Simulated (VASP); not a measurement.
# Be (P6_3/mmc) in VASP: further runs

Runs on Be. Level: PBEsol. Tasks: single point, relaxation of cell and atoms.

Program: VASP 6.6.1. These are calculated values, not measurements. Logs are shortened: lines on timing, memory, paths and dates and some standing lists are left out, and cuts for length are marked.

### Step 1. The cell of the first run

Symmetry: P6_3/mmc, No. 194, hexagonal system. The conventional cell has a = 2.263 Å, b = 2.263 Å, c = 3.539 Å, α = 90.00°, β = 90.00°, γ = 120.00°. Be (site symmetry -6m2) has 12 Be at 2.20 to 2.26 Å within 2.9 Å.

### Step 2. Single point, PBEsol

The input, INCAR:

```
SYSTEM = Be
  PREC = Accurate
  ENCUT = 520
  EDIFF = 1E-7
  ISMEAR = -1
  SIGMA = 0.05
  LREAL = .FALSE.
  LASPH = .TRUE.
  NELM = 60
  ALGO = Normal
  ISIF = 2
  LWAVE = .FALSE.
  LCHARG = .FALSE.
  GGA = PS
  NBANDS = 9
```

The input, KPOINTS:

```
Automatic mesh
0
G
  13 13 7
  0 0 0
```

The input, POSCAR:

```
Be
1.0
    2.2625881171      0.0000000000      0.0000000000
   -1.1312940586      1.9594587877      0.0000000000
    0.0000000000      0.0000000000      3.5392869175
Be
2
Direct
    0.3333333333      0.6666666667      0.2500000000
    0.6666666667      0.3333333333      0.7500000000
```

Potentials or basis: VASP PAW PBE potentials, release 64 (Be).

The run is started by

```bash
$ cat potpaw_PBE.64/Be/POTCAR > POTCAR
$ mpirun -np 1 vasp_std > vasp.out
```

OUTCAR:

```text
SYSTEM = Be
   PREC = Accurate
   ENCUT = 520
   EDIFF = 1E-7
   ISMEAR = -1
   LREAL = .FALSE.
   LASPH = .TRUE.
   NELM = 60
   ISIF = 2
   GGA = PS

 ion  position               nearest neighbor table
   1  0.333  0.667  0.250-   2 2.20   2 2.20   2 2.20   2 2.20   2 2.20   2 2.20
   2  0.667  0.333  0.750-   1 2.20   1 2.20   1 2.20   1 2.20   1 2.20   1 2.20

  LATTYP: Found a hexagonal cell.
 ALAT       =     2.2625881171
 C/A-ratio  =     1.5642647863

  Lattice vectors:

 A1 = (   2.2625881171,   0.0000000000,   0.0000000000)
 A2 = (  -1.1312940586,   1.9594587877,   0.0000000000)
 A3 = (   0.0000000000,   0.0000000000,   3.5392869175)

Analysis of symmetry for initial positions (statically):
=====================================================================
 Subroutine PRICEL returns:
 Original cell was already a primitive cell.

 Routine SETGRP: Setting up the symmetry group for a
 hexagonal supercell.

 Subroutine GETGRP returns: Found 24 space group operations
 (whereof 12 operations were pure point group operations)
 out of a pool of 24 trial point group operations.

The static configuration has the point symmetry D_3d.
 The point group associated with its full space group is D_6h.

Analysis of symmetry for dynamics (positions and initial velocities):
=====================================================================
 Subroutine PRICEL returns:
 Original cell was already a primitive cell.

 Routine SETGRP: Setting up the symmetry group for a
 hexagonal supercell.

 Subroutine GETGRP returns: Found 24 space group operations
 (whereof 12 operations were pure point group operations)
 out of a pool of 24 trial point group operations.

The dynamic configuration has the point symmetry D_3d.
 The point group associated with its full space group is D_6h.

 Subroutine INISYM returns: Found 24 space group operations
 (whereof 12 operations are pure point group operations),
 and found     1 'primitive' translations

----------------------------------------------------------------------------------------

                                     Primitive cell

  volume of cell :      15.6912

  direct lattice vectors                    reciprocal lattice vectors
     2.262588117  0.000000000  0.000000000     0.441971737  0.255172501  0.000000000
    -1.131294059  1.959458788  0.000000000     0.000000000  0.510345003  0.000000000
     0.000000000  0.000000000  3.539286918     0.000000000  0.000000000  0.282542790

  length of vectors
     2.262588117  2.262588117  3.539286918     0.510345003  0.510345003  0.282542790

  position of ions in fractional coordinates (direct lattice)
     0.333333333  0.666666667  0.250000000
     0.666666667  0.333333333  0.750000000

  ion indices of the primitive-cell ions
   primitive index   ion index
                 1           1
                 2           2

----------------------------------------------------------------------------------------

 KPOINTS: Automatic mesh

Automatic generation of k-mesh.
 Grid dimensions read from file:
 generate k-points for:   13   13    7

 Generating k-lattice:

  Cartesian coordinates                     Fractional coordinates (reciprocal lattice)
     0.033997826  0.019628654  0.000000000     0.076923077  0.000000000  0.000000000
     0.000000000  0.039257308  0.000000000     0.000000000  0.076923077  0.000000000
     0.000000000  0.000000000  0.040363256     0.000000000  0.000000000  0.142857143

  Length of vectors
     0.039257308  0.039257308  0.040363256

  Shift w.r.t. Gamma in fractional coordinates (k-lattice)
     0.000000000  0.000000000  0.000000000

 Subroutine IBZKPT returns following result:
 ===========================================

 Found     84 irreducible k-points:

 Following reciprocal coordinates:
            Coordinates               Weight
  0.000000  0.000000  0.000000      1.000000
  0.076923 -0.000000  0.000000      6.000000
  0.153846  0.000000  0.000000      6.000000
  0.230769  0.000000  0.000000      6.000000
  0.307692  0.000000  0.000000      6.000000
  0.384615  0.000000  0.000000      6.000000
[... 16 lines left out ...]
  0.076923 -0.000000  0.142857     12.000000
  0.153846  0.000000  0.142857     12.000000
 [... further k-points ...]
   k-points           NKPTS =     84   k-points in BZ     NKDIM =     84   number of bands    NBANDS=      9
   number of dos      NEDOS =    301   number of ions     NIONS =      2
   total plane-waves  NPLWV =   9072
   dimension x,y,z NGX =    18 NGY =   18 NGZ =   28
   dimension x,y,z NGXF=    36 NGYF=   36 NGZF=   56
   ions per type =               2
   NGX,Y,Z   is equivalent  to a cutoff of  13.23, 13.23, 13.15 a.u.
   NGXF,Y,Z  is equivalent  to a cutoff of  26.45, 26.45, 26.30 a.u.
 SYSTEM =  Be
   PREC   = accura    normal or accurate (medium, high low for compatibility)
   ISTART =      0    job   : 0-new  1-cont  2-samecut
   ICHARG =      2    charge: 1-file 2-atom 10-const
   ISPIN  =      1    spin polarized calculation?
   LNONCOLLINEAR =      F non collinear calculations
   LSORBIT =      F    spin-orbit coupling
   LASPH  =      T    aspherical Exc in radial PAW
   ENCUT  =  520.0 eV  38.22 Ry    6.18 a.u.   4.21  4.21  6.58*2*pi/ulx,y,z
   NELM   =     60;   NELMIN=  2; NELMDL= -5     # of ELM steps
   EDIFF  = 0.1E-06   stopping-criterion for ELM
   LREAL  =      F    real-space projection
   EDIFFG = 0.1E-05   stopping-criterion for IOM
   NSW    =      0    number of steps for IOM
   IBRION =     -1    ionic relax: 0-MD 1-quasi-New 2-CG
   NFREE  =      0    steps in history (QN), initial steepest desc. (CG)
   ISIF   =      2    stress and relaxation
   ISYM   =      2    0-nonsym 1-usesym 2-fastsym
   POTIM  = 0.5000    time-step for ionic-motion
   TEBEG  =    0.0;   TEEND  =   0.0 temperature during run
   PSTRESS=    0.0 pullay stress
   NELECT =       4.0000    total number of electrons
   NUPDOWN=      -1.0000    fix difference up-down
   EMIN   =  10.00;   EMAX   =-10.00  energy-range for DOS
   EFERMI =   0.00;   METHOD = LEGACY
   ISMEAR =    -1;   SIGMA  =   0.05  broadening in eV -4-tet -1-fermi 0-gaus
   EFERMI_NEDOS =   21; number of points for ismear=-14 and -15
   IALGO  =     38    algorithm
   IMIX   =      4    mixing-type and parameters
     AMIX     =   0.40;   BMIX     =  1.00
     AMIX_MAG =   1.60;   BMIX_MAG =  1.00
  volume/ion in A,a.u.               =       7.85        52.94
  Fermi-wavevector in a.u.,A,eV,Ry     =   1.038028  1.961588 14.660304  1.077502
  Thomas-Fermi vector in A             =   2.172493
   LORBIT       =      0    0 simple, 1 ext, 2 COOP (PROOUT), +10 PAW based schemes
   GGA     = PS    functional components
   LHFCALC =     F    Hartree Fock is set to
   AEXX    =    0.0000 exact exchange contribution
   IVDW    =     0    specifies the selected vdW correction
   LEPSILON=     F    determine dielectric tensor
   LRPA    =     F    only Hartree local field effects (RPA)
 non-spin polarized calculation
  energy-cutoff  :      520.00
  volume of cell :       15.69
 maximum number of plane-waves:       433
 NGX is ok and might be reduce to    18
   NGX =  9   NGY =  9   NGZ = 13

 number of electron       4.0000000 magnetization

 Free energy of the ion-electron system (eV)
  ---------------------------------------------------
  ext. energy  EPLUGINS =         0.00000000
  ---------------------------------------------------
  free energy    TOTEN  =        -7.99346348 eV

  energy without entropy =       -7.99226367  energy(sigma->0) =       -7.99286358

 E-fermi :   6.9140     XC(G=0): -10.6331

 val. band max:        6.8452474907   @ k =   0.2308   0.1538   0.0000
 cond. band min:       6.9754065632   @ k =   0.3077   0.1538   0.0000
 fundamental gap:      0.1301590725
 Fermi energy:         6.9139561225

 k-point     1 :       0.0000    0.0000    0.0000
  band No.  band energies     occupation
      1      -4.3072      2.00000
      2       2.6536      2.00000
      3       8.3441      0.00000
      4      23.0338      0.00000
      5      23.0338      0.00000
      6      25.9310      0.00000
      7      25.9310      0.00000
      8      28.2812      0.00000
      9      34.2123      0.00000

 k-point     2 :       0.0769   -0.0000    0.0000
  band No.  band energies     occupation
      1      -4.1377      2.00000
      2       2.8768      2.00000
      3       8.3891      0.00000
      4      21.6880      0.00000
      5      22.0662      0.00000
      6      25.9506      0.00000
      7      26.4069      0.00000
      8      27.9205      0.00000
      9      31.9738      0.00000

 k-point     3 :       0.1538    0.0000    0.0000
  band No.  band energies     occupation
      1      -3.6290      2.00000
      2       3.5451      2.00000
      3       8.4973      0.00000
      4      18.8130      0.00000
      5      20.4272      0.00000
      6      25.7658      0.00000
      7      26.5072      0.00000
      8      26.5576      0.00000
      9      28.9340      0.00000

 k-point     4 :       0.2308    0.0000    0.0000
  band No.  band energies     occupation
      1      -2.7805      2.00000
      2       4.6535      2.00000
      3       8.5237      0.00000
      4      15.8421      0.00000
      5      18.9121      0.00000
      6      23.8782      0.00000
      7      24.3511      0.00000
      8      25.9084      0.00000
      9      27.0830      0.00000
[... 205 lines left out ...]
 k-point    22 :       0.0000    0.0000    0.1429
  band No.  band energies     occupation
      1      -4.1286      2.00000
      2       1.7236      2.00000
      3       9.6929      0.00000
      4      23.1977      0.00000
      5      23.1977      0.00000
      6      25.8730      0.00000
      7      25.8730      0.00000
      8      26.9859      0.00000
      9      34.9880      0.00000

 k-point    23 :       0.0769   -0.0000    0.1429
  band No.  band energies     occupation
      1      -3.9590      2.00000
      2       1.9247      2.00000
      3       9.7576      0.00000
      4      21.8624      0.00000
      5      22.2506      0.00000
      6      25.7052      0.00000
      7      26.2002      0.00000
      8      26.8985      0.00000
      9      31.8855      0.00000

 k-point    24 :       0.1538    0.0000    0.1429
  band No.  band energies     occupation
      1      -3.4498      2.00000
      2       2.5213      2.00000
      3       9.9258      0.00000
      4      18.9832      0.00000
      5      20.6312      0.00000
      6      25.0286      0.00000
      7      25.9177      0.00000
      8      26.0235      0.00000
      9      29.2465      0.00000

 [... further k-points ...]

------------------------ aborting loop because EDIFF is reached ----------------------------------------

  FORCE on cell =-STRESS in cart. coord.  units (eV):
  Direction    XX          YY          ZZ          XY          YZ          ZX
  --------------------------------------------------------------------------------------
  -------------------------------------------------------------------------------------
  Total        0.0343940      0.0343940      0.0417409     -0.0000000      0.0000000      0.0000000
  in kB        3.5118536      3.5118536      4.2620156     -0.0000000      0.0000000      0.0000000
  external PRESSURE =       3.7619076 kB  Pullay stress =       0.0000000 kB

 VOLUME and BASIS-vectors are now :
 -----------------------------------------------------------------------------
  energy-cutoff  :      520.00
  volume of cell :       15.69
      direct lattice vectors                 reciprocal lattice vectors
     2.262588117  0.000000000  0.000000000     0.441971737  0.255172501  0.000000000
    -1.131294059  1.959458788  0.000000000     0.000000000  0.510345003  0.000000000
     0.000000000  0.000000000  3.539286918     0.000000000  0.000000000  0.282542790

 POSITION                                       TOTAL-FORCE (eV/Angst)
 -----------------------------------------------------------------------------------
     -0.00000      1.30631      0.88482         0.000000      0.000000      0.000000
      1.13129      0.65315      2.65447        -0.000000     -0.000000      0.000000
 -----------------------------------------------------------------------------------
    total drift:                                0.000000     -0.000000      0.000000

  FREE ENERGIE OF THE ION-ELECTRON SYSTEM (eV)
  ---------------------------------------------------
  free  energy   TOTEN  =        -7.9934634800 eV

  energy  without entropy=       -7.9922636746  energy(sigma->0) =       -7.99286358
```

It took 7.8 s on 1 thread of Intel Xeon Platinum 8488C (Sapphire Rapids), shared host; peak memory 0.12 GiB.

What came out:

| Property | Result |
| --- | --- |
| Free energy | -7.9935 eV |
| Pressure | 0.4 GPa |
| Band gap on the k mesh | zero (band 2 reaches 8.17 eV, above the bottom of band 3 at 6.49 eV) |

Caveat: the PAW data sets were made with another functional, which shifts forces and pressure a little.

### Step 3. Relaxation of cell and atoms, PBEsol

This run uses another cell than the first one, of 8.11 Å³/atom, 1.033 times its volume.

The input, INCAR:

```
  ALGO = Normal
  EDIFF = 1E-7
  EDIFFG = -0.03
  ENCUT = 600
  GGA = PS
  IBRION = 2
  ISIF = 3
  ISMEAR = -1
  LASPH = T
  LCHARG = F
  LREAL = F
  LWAVE = F
  NELM = 60
  NSW = 80
  PREC = Accurate
  SIGMA = 0.05
```

The input, KPOINTS:

```
k-points
0
Gamma
  13 13 7
```

The input, POSCAR:

```
Be
1.0
    2.2853000000      0.0000000000      0.0000000000
   -1.1426500000      1.9791278553      0.0000000000
    0.0000000000      0.0000000000      3.5842000000
Be
2
Direct
    0.3333330000      0.6666670000      0.2500000000
    0.6666670000      0.3333330000      0.7500000000
```

Potentials or basis: VASP PAW PBE potentials, release 64 (Be).

The run is started by

```bash
$ cat potpaw_PBE.64/Be/POTCAR > POTCAR
$ mpirun -np 1 vasp_std > vasp.out
```

Run time: 8 s. Hardware: 1 thread of Intel Xeon Platinum 8488C (Sapphire Rapids), shared host; peak memory 0.12 GiB.

The run converged. Its results:

| Item | Value |
| --- | --- |
| Free energy | -7.9935 eV |
| Relaxed volume | 7.90 Å³/atom |
| Relaxed cell | a = 2.268 Å, b = 2.268 Å, c = 3.545 Å, α = 90.00°, β = 90.00°, γ = 120.00° |
| Space group after relaxing (to 0.05 Å) | P6_3/mmc (No. 194) |
| Energy gained by relaxing | 2.7 meV/atom |
| Ionic steps | 2 |
| Pressure after relaxing | -0.4 GPa |
| Band gap on the k mesh | zero (band 2 reaches 8.11 eV, above the bottom of band 3 at 6.44 eV) |

Stress tensor (GPa, compression positive):
```
-0.51  0.00  0.00
 0.00 -0.51  0.00
 0.00  0.00 -0.32
```

The path:
```tsv
step	energy change (eV)	largest force (eV/Å)	pressure (GPa)	volume (Å³)
1	0.0000	0.0000	-3.52	16.21
2	-0.0054	0.0000	-0.45	15.80
```

Final structure:
```
Be
1.0
     2.26819    0.00000    0.00000
    -1.13410    1.96431    0.00000
     0.00000    0.00000    3.54542
Be
2
Direct
  0.33333 0.66667 0.25000
  0.66667 0.33333 0.75000
```

Levels at points of the mesh, in eV from the Fermi level:
```csv
k point,band 1,band 2,band 3,band 4,band 5,band 6
"(0.00, 0.00, 0.00)",-11.19,-4.23,1.42,16.02,16.02,18.91
```

Caveat: the PAW data sets were made with another functional, which shifts forces and pressure a little.
